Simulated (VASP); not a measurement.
# NaH (Fm-3m) in VASP: settings compared, part 2 of 2

VASP 6.6.1. Earlier steps stand in the parts before.

## 3. Single point, PBE

The input, INCAR:

```
SYSTEM = NaH
  ALGO = Normal
  EDIFF = 1E-7
  ENCUT = 520
  GGA = PE
  ISIF = 2
  ISMEAR = 0
  LASPH = .True.
  LCHARG = .False.
  LREAL = .False.
  LWAVE = .False.
  NBANDS = 11
  NELM = 60
  PREC = Accurate
  SIGMA = 0.01
```

The input, KPOINTS:

```
k-points
0
Gamma
  8 8 8
  0 0 0
```

The input, POSCAR:

```
NaH
1.0
    0.0000000000      2.3975116427      2.3975116427
    2.3975116427      0.0000000000      2.3975116427
    2.3975116427      2.3975116427      0.0000000000
Na H
1 1
Direct
    0.0000000000      0.0000000000      0.0000000000
    0.5000000000      0.5000000000      0.5000000000
```

Potentials or basis: VASP PAW PBE potentials, release 64 (Na_pv, H).

On the command line:

```
$ cat potpaw_PBE.64/Na_pv/POTCAR potpaw_PBE.64/H/POTCAR > POTCAR
$ mpirun -np 1 vasp_std > vasp.out
```

OUTCAR:

```text
SYSTEM = NaH
   EDIFF = 1E-7
   ENCUT = 520
   GGA = PE
   ISIF = 2
   ISMEAR = 0
   LASPH = .True.
   LREAL = .False.
   NELM = 60
   PREC = Accurate

 ion  position               nearest neighbor table
   1  0.000  0.000  0.000-
   2  0.500  0.500  0.500-

  LATTYP: Found a face centered cubic cell.
 ALAT       =     4.7950232854

  Lattice vectors:

 A1 = (   0.0000000000,   2.3975116427,   2.3975116427)
 A2 = (   2.3975116427,   0.0000000000,   2.3975116427)
 A3 = (   2.3975116427,   2.3975116427,   0.0000000000)

Analysis of symmetry for initial positions (statically):
=====================================================================
 Subroutine PRICEL returns:
 Original cell was already a primitive cell.

 Routine SETGRP: Setting up the symmetry group for a
 face centered cubic supercell.

 Subroutine GETGRP returns: Found 48 space group operations
 (whereof 48 operations were pure point group operations)
 out of a pool of 48 trial point group operations.

The static configuration has the point symmetry O_h .

Analysis of symmetry for dynamics (positions and initial velocities):
=====================================================================
 Subroutine PRICEL returns:
 Original cell was already a primitive cell.

 Routine SETGRP: Setting up the symmetry group for a
 face centered cubic supercell.

 Subroutine GETGRP returns: Found 48 space group operations
 (whereof 48 operations were pure point group operations)
 out of a pool of 48 trial point group operations.

The dynamic configuration has the point symmetry O_h .

 Subroutine INISYM returns: Found 48 space group operations
 (whereof 48 operations are pure point group operations),
 and found     1 'primitive' translations

----------------------------------------------------------------------------------------
[... 118 lines left out ...]
   GGA     = PE    functional components
   LHFCALC =     F    Hartree Fock is set to
   AEXX    =    0.0000 exact exchange contribution
   IVDW    =     0    specifies the selected vdW correction
   LEPSILON=     F    determine dielectric tensor
   LRPA    =     F    only Hartree local field effects (RPA)
 non-spin polarized calculation
 Gauss-broadening in eV      SIGMA  =   0.01
  energy-cutoff  :      520.00
  volume of cell :       27.56
 maximum number of plane-waves:       754
 NGX is ok and might be reduce to    28
   NGX = 13   NGY = 13   NGZ = 13

 number of electron       7.9999992 magnetization

 Free energy of the ion-electron system (eV)
  ---------------------------------------------------
  ext. energy  EPLUGINS =         0.00000000
  ---------------------------------------------------
  free energy    TOTEN  =        -5.08635738 eV

  energy without entropy =       -5.08635738  energy(sigma->0) =       -5.08635738

 E-fermi :  -0.8893     XC(G=0):  -7.8486

 val. band max:       -1.0385806490   @ k =  -0.2500   0.5000   0.2500
 cond. band min:       2.7610059567   @ k =   0.5000   0.0000   0.0000
 fundamental gap:      3.7995866057
 Fermi energy:        -0.8893112073

 k-point     1 :       0.0000    0.0000    0.0000
  band No.  band energies     occupation
      1     -23.1000      2.00000
      2     -23.1000      2.00000
      3     -23.1000      2.00000
      4      -4.7222      2.00000
      5       9.5872      0.00000
      6      14.7385      0.00000
      7      14.7385      0.00000
      8      14.7385      0.00000
      9      15.6542      0.00000
     10      15.6542      0.00000
     11      15.6542      0.00000
[... 309 lines left out ...]
 k-point    24 :      -0.3750    0.2500    0.1250
  band No.  band energies     occupation
      1     -23.1858      2.00000
      2     -23.1372      2.00000
      3     -23.1203      2.00000
      4      -1.5280      2.00000
      5       3.5563      0.00000
      6       6.8721      0.00000
      7      10.1331      0.00000
      8      14.1099      0.00000
      9      15.3286      0.00000
     10      18.5983      0.00000
     11      20.7303      0.00000

 [... further k-points ...]

------------------------ aborting loop because EDIFF is reached ----------------------------------------

  FORCE on cell =-STRESS in cart. coord.  units (eV):
  Direction    XX          YY          ZZ          XY          YZ          ZX
  --------------------------------------------------------------------------------------
  -------------------------------------------------------------------------------------
  Total        0.0905655      0.0905655      0.0905655     -0.0000000     -0.0000000      0.0000000
  in kB        5.2645475      5.2645475      5.2645475     -0.0000000     -0.0000000      0.0000000
  external PRESSURE =       5.2645475 kB  Pullay stress =       0.0000000 kB

 VOLUME and BASIS-vectors are now :
 -----------------------------------------------------------------------------
  energy-cutoff  :      520.00
  volume of cell :       27.56
      direct lattice vectors                 reciprocal lattice vectors
     0.000000000  2.397511643  2.397511643    -0.208549561  0.208549561  0.208549561
     2.397511643  0.000000000  2.397511643     0.208549561 -0.208549561  0.208549561
     2.397511643  2.397511643  0.000000000     0.208549561  0.208549561 -0.208549561

 POSITION                                       TOTAL-FORCE (eV/Angst)
 -----------------------------------------------------------------------------------
      0.00000      0.00000      0.00000         0.000000      0.000000      0.000000
      2.39751      2.39751      2.39751        -0.000000     -0.000000     -0.000000
 -----------------------------------------------------------------------------------
    total drift:                               -0.000000     -0.000000      0.000000

  FREE ENERGIE OF THE ION-ELECTRON SYSTEM (eV)
  ---------------------------------------------------
  free  energy   TOTEN  =        -5.0863573769 eV

  energy  without entropy=       -5.0863573769  energy(sigma->0) =       -5.08635738
```

OSZICAR:

```text
N       E                     dE             d eps       ncg     rms          rms(c)
DAV:   1     0.361139849867E+02    0.36114E+02   -0.43883E+03   638   0.730E+02
DAV:   2    -0.429469287443E+01   -0.40409E+02   -0.39636E+02   656   0.193E+02
DAV:   3    -0.550753619860E+01   -0.12128E+01   -0.12114E+01   759   0.319E+01
DAV:   4    -0.551577853916E+01   -0.82423E-02   -0.82416E-02   756   0.273E+00
DAV:   5    -0.551585094217E+01   -0.72403E-04   -0.72402E-04   725   0.258E-01    0.321E+00
DAV:   6    -0.517562935163E+01    0.34022E+00   -0.32064E-01   723   0.281E+00    0.149E+00
DAV:   7    -0.508185650083E+01    0.93773E-01   -0.32022E-01   707   0.217E+00    0.349E-01
DAV:   8    -0.508641774317E+01   -0.45612E-02   -0.98481E-03   710   0.967E-01    0.677E-02
DAV:   9    -0.508637041119E+01    0.47332E-04   -0.11217E-03   760   0.360E-01    0.233E-02
DAV:  10    -0.508635469093E+01    0.15720E-04   -0.61078E-05   717   0.498E-02    0.422E-03
DAV:  11    -0.508635761398E+01   -0.29230E-05   -0.56774E-06   707   0.109E-02    0.316E-03
DAV:  12    -0.508635736565E+01    0.24833E-06   -0.23354E-07   730   0.313E-03    0.258E-04
DAV:  13    -0.508635737688E+01   -0.11229E-07   -0.60889E-09   403   0.577E-04
   1 F= -.50863574E+01 E0= -.50863574E+01  d E =-.113126-100
```

stdout:

```text
POSCAR found type information on POSCAR NaH
 POSCAR found :  2 types and       2 ions
 scaLAPACK will be used
 LDA part: xc-table for (Slater+PW92), standard interpolation
 POSCAR, INCAR and KPOINTS ok, starting setup
 FFT: planning ... GRIDC
 FFT: planning ... GRID_SOFT
 FFT: planning ... GRID
 WAVECAR not read
 entering main loop
```

It took 11 s on 1 thread of Intel Xeon Platinum 8488C (Sapphire Rapids), shared host; peak memory 0.15 GiB.

Results:

```yaml
Free_energy: -5.0864 eV
Pressure: 0.5 GPa
Band_gap_on_the_k_mesh: 3.80 eV (least direct gap 4.67 eV)
```

A k mesh can miss the band edges. As with any semilocal functional, this PBE gap is likely too small.

## 4. Single point, r2SCAN

POSCAR is that of step 3.

The input, INCAR.step1:

```
PREC = Accurate
ENCUT = 520
ISMEAR = 0
SIGMA = 0.01
LREAL = False
LASPH = True
NELM = 100
NBANDS = 11
GGA = PE
ALGO = Normal
EDIFF = 1E-4
LWAVE = True
LCHARG = False
```

The input, INCAR.step2:

```
PREC = Accurate
ENCUT = 520
EDIFF = 1E-6
ISMEAR = 0
SIGMA = 0.01
LREAL = False
LASPH = True
NELM = 100
ALGO = Normal
ISIF = 2
LWAVE = False
LCHARG = False
METAGGA = R2SCAN
LMIXTAU = True
NBANDS = 11
ISTART = 1
```

The input, KPOINTS:

```
Automatic mesh
0
Gamma
  8 8 8
```

Potentials or basis: VASP PAW PBE potentials, release 64 (Na_pv, H).

On the command line:

```
$ cat potpaw_PBE.64/Na_pv/POTCAR potpaw_PBE.64/H/POTCAR > POTCAR
$ cp INCAR.step1 INCAR
$ mpirun -np 1 vasp_std > vasp.out
$ cp INCAR.step2 INCAR
$ mpirun -np 1 vasp_std > vasp.out
```

OUTCAR:

```text
PREC = Accurate
   ENCUT = 520
   EDIFF = 1E-6
   ISMEAR = 0
   LREAL = False
   LASPH = True
   NELM = 100
   ISIF = 2
   METAGGA = R2SCAN
   ISTART = 1

 ion  position               nearest neighbor table
   1  0.000  0.000  0.000-
   2  0.500  0.500  0.500-

  LATTYP: Found a face centered cubic cell.
 ALAT       =     4.7950232854

  Lattice vectors:

 A1 = (   0.0000000000,   2.3975116427,   2.3975116427)
 A2 = (   2.3975116427,   0.0000000000,   2.3975116427)
 A3 = (   2.3975116427,   2.3975116427,   0.0000000000)

Analysis of symmetry for initial positions (statically):
=====================================================================
 Subroutine PRICEL returns:
 Original cell was already a primitive cell.

 Routine SETGRP: Setting up the symmetry group for a
 face centered cubic supercell.

 Subroutine GETGRP returns: Found 48 space group operations
 (whereof 48 operations were pure point group operations)
 out of a pool of 48 trial point group operations.

The static configuration has the point symmetry O_h .

Analysis of symmetry for dynamics (positions and initial velocities):
=====================================================================
 Subroutine PRICEL returns:
 Original cell was already a primitive cell.

 Routine SETGRP: Setting up the symmetry group for a
 face centered cubic supercell.

 Subroutine GETGRP returns: Found 48 space group operations
 (whereof 48 operations were pure point group operations)
 out of a pool of 48 trial point group operations.

The dynamic configuration has the point symmetry O_h .

 Subroutine INISYM returns: Found 48 space group operations
 (whereof 48 operations are pure point group operations),
 and found     1 'primitive' translations

----------------------------------------------------------------------------------------

                                     Primitive cell
[... 116 lines left out ...]
   METAGGA = R2SCAN    functional components
   LHFCALC =     F    Hartree Fock is set to
   AEXX    =    0.0000 exact exchange contribution
   IVDW    =     0    specifies the selected vdW correction
   LEPSILON=     F    determine dielectric tensor
   LRPA    =     F    only Hartree local field effects (RPA)
 non-spin polarized calculation
 Gauss-broadening in eV      SIGMA  =   0.01
  energy-cutoff  :      520.00
  volume of cell :       27.56
 maximum number of plane-waves:       754
 NGX is ok and might be reduce to    28
   NGX = 13   NGY = 13   NGZ = 13

 number of electron       7.9999992 magnetization

 Free energy of the ion-electron system (eV)
  ---------------------------------------------------
  ext. energy  EPLUGINS =         0.00000000
  ---------------------------------------------------
  free energy    TOTEN  =        -7.60244997 eV

  energy without entropy =       -7.60244997  energy(sigma->0) =       -7.60244997

 E-fermi :  -1.3285     XC(G=0):  -8.2241

 val. band max:       -1.3821180111   @ k =  -0.2500   0.5000   0.2500
 cond. band min:       3.0293470502   @ k =   0.5000   0.0000   0.0000
 fundamental gap:      4.4114650613
 Fermi energy:        -1.3284501728

 k-point     1 :       0.0000    0.0000    0.0000
  band No.  band energies     occupation
      1     -24.2388      2.00000
      2     -24.2385      2.00000
      3     -24.2385      2.00000
      4      -4.9973      2.00000
      5      10.2745      0.00000
      6      15.1473      0.00000
      7      15.1473      0.00000
      8      15.1473      0.00000
      9      16.1303      0.00000
     10      16.1303      0.00000
     11      16.1303      0.00000
[... 309 lines left out ...]
 k-point    24 :      -0.3750    0.2500    0.1250
  band No.  band energies     occupation
      1     -24.3196      2.00000
      2     -24.2735      2.00000
      3     -24.2574      2.00000
      4      -1.8541      2.00000
      5       3.8325      0.00000
      6       7.1632      0.00000
      7      10.5716      0.00000
      8      14.8140      0.00000
      9      15.8960      0.00000
     10      19.2918      0.00000
     11      21.4952      0.00000

 [... further k-points ...]

------------------------ aborting loop because EDIFF is reached ----------------------------------------

  FORCE on cell =-STRESS in cart. coord.  units (eV):
  Direction    XX          YY          ZZ          XY          YZ          ZX
  --------------------------------------------------------------------------------------
  -------------------------------------------------------------------------------------
  Total       -0.0530808     -0.0530808     -0.0530808     -0.0000000      0.0000000     -0.0000000
  in kB       -3.0855757     -3.0855757     -3.0855757     -0.0000000      0.0000000     -0.0000000
  external PRESSURE =      -3.0855757 kB  Pullay stress =       0.0000000 kB

 VOLUME and BASIS-vectors are now :
 -----------------------------------------------------------------------------
  energy-cutoff  :      520.00
  volume of cell :       27.56
      direct lattice vectors                 reciprocal lattice vectors
     0.000000000  2.397511643  2.397511643    -0.208549561  0.208549561  0.208549561
     2.397511643  0.000000000  2.397511643     0.208549561 -0.208549561  0.208549561
     2.397511643  2.397511643  0.000000000     0.208549561  0.208549561 -0.208549561

 POSITION                                       TOTAL-FORCE (eV/Angst)
 -----------------------------------------------------------------------------------
      0.00000      0.00000      0.00000         0.000000     -0.000000     -0.000000
      2.39751      2.39751      2.39751        -0.000000      0.000000      0.000000
 -----------------------------------------------------------------------------------
    total drift:                               -0.000000     -0.000000     -0.000000

  FREE ENERGIE OF THE ION-ELECTRON SYSTEM (eV)
  ---------------------------------------------------
  free  energy   TOTEN  =        -7.6024499719 eV

  energy  without entropy=       -7.6024499719  energy(sigma->0) =       -7.60244997
```

OSZICAR.step1:

```text
N       E                     dE             d eps       ncg     rms          rms(c)
DAV:   1     0.361139849867E+02    0.36114E+02   -0.43883E+03   638   0.730E+02
DAV:   2    -0.429469287443E+01   -0.40409E+02   -0.39636E+02   656   0.193E+02
DAV:   3    -0.550753619860E+01   -0.12128E+01   -0.12114E+01   759   0.319E+01
DAV:   4    -0.551577853916E+01   -0.82423E-02   -0.82416E-02   756   0.273E+00
DAV:   5    -0.551585094217E+01   -0.72403E-04   -0.72402E-04   725   0.258E-01    0.321E+00
DAV:   6    -0.517562935163E+01    0.34022E+00   -0.32064E-01   723   0.281E+00    0.149E+00
DAV:   7    -0.508185650083E+01    0.93773E-01   -0.32022E-01   707   0.217E+00    0.349E-01
DAV:   8    -0.508641774317E+01   -0.45612E-02   -0.98481E-03   710   0.967E-01    0.677E-02
DAV:   9    -0.508637041119E+01    0.47332E-04   -0.11217E-03   760   0.360E-01    0.233E-02
DAV:  10    -0.508635443372E+01    0.15977E-04   -0.58506E-05   429   0.498E-02
   1 F= -.50863544E+01 E0= -.50863544E+01  d E =-.222064-100
```

Run time: 40 s. Hardware: 1 thread of Intel Xeon Platinum 8488C (Sapphire Rapids), shared host; peak memory 0.16 GiB.

What came out:

- Free energy: -7.6024 eV
- Pressure: -0.3 GPa
- Band gap on the k mesh: 4.41 eV (least direct gap 5.26 eV)

Levels at points of the mesh, in eV from the valence-band top:
```csv
k point,band 2,band 3,band 4,band 5,band 6,band 7
"(0.00, 0.00, 0.00)",-22.86,-22.86,-3.62,11.66,16.53,16.53
"(0.50, 0.00, 0.00)",-22.87,-22.87,-0.84,4.41,11.86,14.06
"(0.50, 0.50, 0.00)",-22.89,-22.89,-0.17,5.24,10.80,11.54
```

Caveat: the PAW data sets were made with another functional, which shifts forces and pressure a little. r2SCAN opens gaps a little over a GGA but as a rule still falls short of measured ones.

## 5. Single point, HSE06

POSCAR is that of step 4.

The input, INCAR.step1:

```
SYSTEM = NaH
PREC = Accurate ; ENCUT = 520
EDIFF = 1E-5 ; ISMEAR = 0
SIGMA = 0.01 ; LREAL = .False.
LASPH = .True. ; NELM = 80
ALGO = Normal ; ISIF = 2
LWAVE = .True. ; NBANDS = 11
GGA = PE
```

The input, INCAR.step2:

```
SYSTEM = NaH
PREC = Accurate ; ENCUT = 520
EDIFF = 1E-6 ; ISMEAR = 0
SIGMA = 0.01 ; LREAL = .False.
LASPH = .True. ; NELM = 80
ALGO = Normal ; ISIF = 2
LWAVE = .False. ; LCHARG = .True.
GGA = PE ; LHFCALC = .True.
HFSCREEN = 0.2079 ; PRECFOCK = Normal
LELF = .True. ; LVHAR = .True.
NBANDS = 11 ; ISTART = 1
```

The input, KPOINTS:

```
regular mesh
0
Gamma
  6 6 6
  0 0 0
```

On the command line:

```
$ cat potpaw_PBE.64/Na_pv/POTCAR potpaw_PBE.64/H/POTCAR > POTCAR
$ cp INCAR.step1 INCAR
$ mpirun -np 1 vasp_std > vasp.out
$ cp INCAR.step2 INCAR
$ mpirun -np 1 vasp_std > vasp.out
```

Wall time 7.6 min (1 thread of Intel Xeon Platinum 8488C (Sapphire Rapids), shared host); peak memory 0.26 GiB.

Results (log left out):

```
Free energy            : -5.7628 eV
Pressure               : 0.2 GPa
Band gap on the k mesh : 4.89 eV (least direct gap 5.81 eV)
```

Levels at points of the mesh, in eV from the valence-band top:
```csv
k point,band 1,band 2,band 3,band 4,band 5,band 6,band 7,band 8
"(0.00, 0.00, 0.00)",-24.30,-24.30,-24.30,-3.98,12.24,17.22,17.22,17.22
"(0.50, 0.00, 0.00)",-24.40,-24.31,-24.31,-0.92,4.89,12.37,14.99,14.99
"(0.50, 0.50, 0.00)",-24.39,-24.34,-24.34,-0.14,5.76,11.40,12.18,12.18
```

Caveat: the PAW data sets were made with another functional, which shifts forces and pressure a little. A k mesh can miss the band edges.

## 6. The runs side by side

| level | k mesh | grid for exact exchange (PRECFOCK) | share of exact exchange | screening parameter | gap on the mesh (eV) | pressure (GPa) |
| --- | --- | --- | --- | --- | --- | --- |
| PBE | 8 × 8 × 8 | - | - | - | 3.80 | 0.5 |
| r2SCAN | 8 × 8 × 8 | - | - | - | 4.41 | -0.3 |
| HSE06 | 6 × 6 × 6 | Normal | 0.25 | 0.2079 1/Å | 4.89 | 0.2 |

Alike in all rows: task single point; potentials or basis VASP PAW PBE potentials, release 64 (Na_pv, H); no spin polarisation; cell as given; cutoff (eV) 520; smearing gaussian 0.01 eV.

On the cell as given the gap runs from 3.80 eV (PBE) to 4.89 eV (HSE06); the meshes differ, which moves gaps too. The pressure there spans -0.3 GPa (r2SCAN) to 0.5 GPa (PBE); a positive pressure means that this level wants a larger cell, a negative one a smaller.

Caveats: the PAW data sets were made with another functional, which shifts forces and pressure a little (at least some runs).

Absolute energies hang on the potentials; compare differences alone.
